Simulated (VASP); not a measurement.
Set up this calculation in VASP 6.6.1, as the native input.

```
Task                   : single point
Functional             : PBE
Potentials or basis    : VASP PAW PBE potentials, release 64 (Ge_d, N)
Cutoff                 : 520 eV
k mesh                 : 6 × 6 × 6
Occupations            : gaussian, width 0.1 eV
Spin                   : no spin polarisation
Dipole correction      : no
Further INCAR settings : ALGO = Normal; EDIFF = 1e-06; NBANDS = 24
```

The structure of Ge2N lies in POSCAR:

```
Ge2N
1.0
    1.5017667554      0.8670454405      5.9973962864
   -1.5017667554      0.8670454405      5.9973962864
    0.0000000000     -1.7340908810      5.9973962864
Ge N
2 1
Direct
    0.2566659357      0.2566659357      0.2566659357
    0.7433340643      0.7433340643      0.7433340643
    0.0000000000      0.0000000000      0.0000000000
```

The cell was generated, and may not be a known phase.

The input as run:

INCAR

```
SYSTEM = Ge2N
ALGO = Normal
EDIFF = 1E-6
ENCUT = 520
GGA = PE
ISIF = 2
ISMEAR = 0
LASPH = .TRUE.
LCHARG = .FALSE.
LREAL = .FALSE.
LWAVE = .FALSE.
NBANDS = 24
NELM = 100
PREC = Accurate
SIGMA = 0.1
```

KPOINTS

```
k-points
0
G
  6 6 6
  0 0 0
```

Potentials or basis: VASP PAW PBE potentials, release 64 (Ge_d, N).

Run with:

```console
$ cat potpaw_PBE.64/Ge_d/POTCAR potpaw_PBE.64/N/POTCAR > POTCAR
$ mpirun -np 1 vasp_std > vasp.out
```

It gave:

| Item | Value |
| --- | --- |
| Pressure | 0.2 GPa |
| Largest force | 0.031 eV/Å |
| Band gap on the k mesh | zero (an odd number of electrons rules out a gap without spin polarisation) |

Caveat: the k points lie up to 0.41 Å⁻¹ apart, too coarse for converged energies and pressures of a metal; an odd number of electrons without spin polarisation forces a metal; a magnetic or distorted state may lie lower.

Run time: 2.8 min on 1 thread of Intel Xeon 8259CL, on a shared host, peak memory 0.32 GiB.
